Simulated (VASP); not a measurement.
# ZrSi2 (Cmcm) in VASP: single point with r2SCAN

Aim: the single point of ZrSi2 with r2SCAN.

All numbers are computed with VASP 6.6.1; they aren't measurements. Logs are shortened: lines on timing, memory, paths and dates and some standing lists are left out, and cuts for length are marked.

## 1. The cell of the first run

It takes space group Cmcm (No. 63, orthorhombic). Conventional cell: a = 3.683 Å, b = 14.871 Å, c = 3.673 Å, α = 90.00°, β = 90.00°, γ = 90.00°. Within 3.7 Å of Zr (site symmetry m2m) lie 10 Si at 2.72 to 2.98 Å and 6 Zr at 3.65 to 3.68 Å. Within 3.2 Å of Si (site symmetry m2m) lie 2 Si at 2.39 Å and 6 Zr at 2.72 to 2.98 Å. Si (site symmetry m2m) has 8 Si at 2.60 to 3.48 Å and 4 Zr at 2.82 Å within 3.5 Å.

## 2. Single point, r2SCAN

Contents of POSCAR:

```
ZrSi2
1.0
    1.8417421100     -7.4355685300      0.0000000000
    1.8417421100      7.4355685300      0.0000000000
    0.0000000000      0.0000000000      3.6732512100
Zr Si
2 4
Direct
    0.8940881300      0.1059118700      0.2500000000
    0.1059118700      0.8940881300      0.7500000000
    0.4485385800      0.5514614200      0.7500000000
    0.5514614200      0.4485385800      0.2500000000
    0.2502490200      0.7497509800      0.2500000000
    0.7497509800      0.2502490200      0.7500000000
```

Contents of INCAR.step1:

```
PREC = Accurate
ENCUT = 520
ISMEAR = 0
SIGMA = 0.1
LREAL = False
LASPH = True
NELM = 100
NBANDS = 29
GGA = PE
ALGO = Normal
EDIFF = 1E-4
LWAVE = True
LCHARG = False
```

Contents of INCAR.step2:

```
PREC = Accurate
ENCUT = 520
EDIFF = 1E-6
ISMEAR = 0
SIGMA = 0.1
LREAL = False
LASPH = True
NELM = 100
ALGO = Normal
ISIF = 2
LWAVE = False
LCHARG = False
METAGGA = R2SCAN
LMIXTAU = True
NBANDS = 29
ISTART = 1
```

Contents of KPOINTS:

```
Automatic mesh
0
Gamma
  6 6 6
```

Potentials or basis: VASP PAW PBE potentials, release 64 (Zr_sv, Si).

Run with:

```console
$ cat potpaw_PBE.64/Zr_sv/POTCAR potpaw_PBE.64/Si/POTCAR > POTCAR
$ cp INCAR.step1 INCAR
$ mpirun -np 1 vasp_std > vasp.out
$ cp INCAR.step2 INCAR
$ mpirun -np 1 vasp_std > vasp.out
```

OUTCAR:

```text
PREC = Accurate
   ENCUT = 520
   EDIFF = 1E-6
   ISMEAR = 0
   LREAL = False
   LASPH = True
   NELM = 100
   ISIF = 2
   METAGGA = R2SCAN
   ISTART = 1

 ion  position               nearest neighbor table
   1  0.894  0.106  0.250-   3 2.72   3 2.72   3 2.72   3 2.72   5 2.82   5 2.82   6 2.82   6 2.82
                             4 2.98   4 2.98   2 3.65   2 3.65
   2  0.106  0.894  0.750-   4 2.72   4 2.72   4 2.72   4 2.72   6 2.82   6 2.82   5 2.82   5 2.82
                             3 2.98   3 2.98   1 3.65   1 3.65
   3  0.449  0.551  0.750-   4 2.39   4 2.39   1 2.72   1 2.72   1 2.72   1 2.72   2 2.98   2 2.98

   4  0.551  0.449  0.250-   3 2.39   3 2.39   2 2.72   2 2.72   2 2.72   2 2.72   1 2.98   1 2.98

   5  0.250  0.750  0.250-   6 2.60   6 2.60   6 2.60   6 2.60   1 2.82   1 2.82   2 2.82   2 2.82

   6  0.750  0.250  0.750-   5 2.60   5 2.60   5 2.60   5 2.60   2 2.82   2 2.82   1 2.82   1 2.82

  LATTYP: Found a base centered orthorhombic cell.
 ALAT       =     3.6834842200
 B/A-ratio  =     4.0372473918
 C/A-ratio  =     0.9972219210

  Lattice vectors:

 A1 = (   1.8417421100,  -7.4355685300,   0.0000000000)
 A2 = (   1.8417421100,   7.4355685300,   0.0000000000)
 A3 = (   0.0000000000,   0.0000000000,   3.6732512100)

Analysis of symmetry for initial positions (statically):
=====================================================================
 Subroutine PRICEL returns:
 Original cell was already a primitive cell.

 Routine SETGRP: Setting up the symmetry group for a
 base centered orthorhombic supercell.

 Subroutine GETGRP returns: Found  8 space group operations
 (whereof  4 operations were pure point group operations)
 out of a pool of  8 trial point group operations.

The static configuration has the point symmetry C_2h.
 The point group associated with its full space group is D_2h.

Analysis of symmetry for dynamics (positions and initial velocities):
=====================================================================
 Subroutine PRICEL returns:
 Original cell was already a primitive cell.

 Routine SETGRP: Setting up the symmetry group for a
 base centered orthorhombic supercell.

 Subroutine GETGRP returns: Found  8 space group operations
 (whereof  4 operations were pure point group operations)
 out of a pool of  8 trial point group operations.

The dynamic configuration has the point symmetry C_2h.
 The point group associated with its full space group is D_2h.

[... 102 lines left out ...]
   LSORBIT =      F    spin-orbit coupling
   LASPH  =      T    aspherical Exc in radial PAW
   ENCUT  =  520.0 eV  38.22 Ry    6.18 a.u.  14.24 14.24  6.83*2*pi/ulx,y,z
   NELM   =    100;   NELMIN=  2; NELMDL=  0     # of ELM steps
   EDIFF  = 0.1E-05   stopping-criterion for ELM
   LREAL  =      F    real-space projection
[... 7 lines left out ...]
   TEBEG  =    0.0;   TEEND  =   0.0 temperature during run
   PSTRESS=    0.0 pullay stress
   NELECT =      40.0000    total number of electrons
   NUPDOWN=      -1.0000    fix difference up-down
   EMIN   =  10.00;   EMAX   =-10.00  energy-range for DOS
   EFERMI =   0.00;   METHOD = LEGACY
   ISMEAR =     0;   SIGMA  =   0.10  broadening in eV -4-tet -1-fermi 0-gaus
   EFERMI_NEDOS =   21; number of points for ismear=-14 and -15
   IALGO  =     38    algorithm
   IMIX   =      4    mixing-type and parameters
     AMIX     =   0.40;   BMIX     =  1.00
     AMIX_MAG =   1.60;   BMIX_MAG =  1.00
  volume/ion in A,a.u.               =      16.77       113.15
  Fermi-wavevector in a.u.,A,eV,Ry     =   1.203798  2.274848 19.716606  1.449130
  Thomas-Fermi vector in A             =   2.339541
   LORBIT       =      0    0 simple, 1 ext, 2 COOP (PROOUT), +10 PAW based schemes
   METAGGA = R2SCAN    functional components
   LHFCALC =     F    Hartree Fock is set to
   AEXX    =    0.0000 exact exchange contribution
   IVDW    =     0    specifies the selected vdW correction
   LEPSILON=     F    determine dielectric tensor
   LRPA    =     F    only Hartree local field effects (RPA)
 non-spin polarized calculation
 Gauss-broadening in eV      SIGMA  =   0.10
  energy-cutoff  :      520.00
  volume of cell :      100.61
 maximum number of plane-waves:      2732
 NGX is ok and might be reduce to    60
   NGX = 29   NGY = 29   NGZ = 13

 number of electron      40.0000000 magnetization

 Free energy of the ion-electron system (eV)
  ---------------------------------------------------
  ext. energy  EPLUGINS =         0.00000000
  ---------------------------------------------------
  free energy    TOTEN  =       -84.53724000 eV

  energy without entropy =      -84.52939469  energy(sigma->0) =      -84.53331734

 E-fermi :  10.0753     XC(G=0): -11.9952

 val. band max:       10.0613381538   @ k =   0.3333   0.3333   0.1667
 cond. band min:      10.0911585791   @ k =  -0.3333   0.3333   0.5000
 fundamental gap:      0.0298204254
 Fermi energy:        10.0752682538

 k-point     1 :       0.0000    0.0000    0.0000
  band No.  band energies     occupation
      1     -40.4912      2.00000
      2     -40.4793      2.00000
      3     -18.0485      2.00000
      4     -17.8847      2.00000
      5     -17.8807      2.00000
      6     -17.8587      2.00000
[... 757 lines left out ...]
     28      14.0239      0.00000
     29      14.2895      0.00000

 [... further k-points ...]

------------------------ aborting loop because EDIFF is reached ----------------------------------------

  FORCE on cell =-STRESS in cart. coord.  units (eV):
  Direction    XX          YY          ZZ          XY          YZ          ZX
  --------------------------------------------------------------------------------------
  -------------------------------------------------------------------------------------
  Total        0.5267304     -0.0462936     -0.5171489      0.0000000      0.0000000      0.0000000
  in kB        8.3883265     -0.7372381     -8.2357382      0.0000000      0.0000000      0.0000000
  external PRESSURE =      -0.1948833 kB  Pullay stress =       0.0000000 kB

 VOLUME and BASIS-vectors are now :
 -----------------------------------------------------------------------------
  energy-cutoff  :      520.00
  volume of cell :      100.61
      direct lattice vectors                 reciprocal lattice vectors
     1.841742110 -7.435568530  0.000000000     0.271482091 -0.067244354  0.000000000
     1.841742110  7.435568530  0.000000000     0.271482091  0.067244354  0.000000000
     0.000000000  0.000000000  3.673251210     0.000000000  0.000000000  0.272238391

 POSITION                                       TOTAL-FORCE (eV/Angst)
 -----------------------------------------------------------------------------------
      1.84174     -5.86054      0.91831         0.000000     -0.004557     -0.000000
      1.84174      5.86054      2.75494         0.000000      0.004557      0.000000
      1.84174      0.76529      2.75494         0.000000      0.019194      0.000000
      1.84174     -0.76529      0.91831         0.000000     -0.019194      0.000000
      1.84174      3.71408      0.91831         0.000000      0.020037      0.000000
      1.84174     -3.71408      2.75494         0.000000     -0.020037      0.000000
 -----------------------------------------------------------------------------------
    total drift:                                0.000000      0.000000      0.000000

  FREE ENERGIE OF THE ION-ELECTRON SYSTEM (eV)
  ---------------------------------------------------
  free  energy   TOTEN  =       -84.5372400017 eV

  energy  without entropy=      -84.5293946871  energy(sigma->0) =      -84.53331734
```

Wall time 6.3 min (1 thread of Intel Xeon 6975P-C (Granite Rapids), shared host); peak memory 0.41 GiB.

Results:

```yaml
Free_energy: -84.5372 eV
Pressure: 0.0 GPa
Largest_force: 0.020 eV/Å
Band_gap_on_the_k_mesh: zero (bands 20 and 21 overlap by 0.91 eV)
```

Forces in eV/Å, atoms in the order of the input:
```
Zr   0.000 -0.005  0.000
Zr   0.000  0.005  0.000
Si   0.000  0.019  0.000
Si   0.000 -0.019  0.000
Si   0.000  0.020  0.000
Si   0.000 -0.020  0.000
```

Caveat: the PAW data sets were made with another functional, which shifts forces and pressure a little.
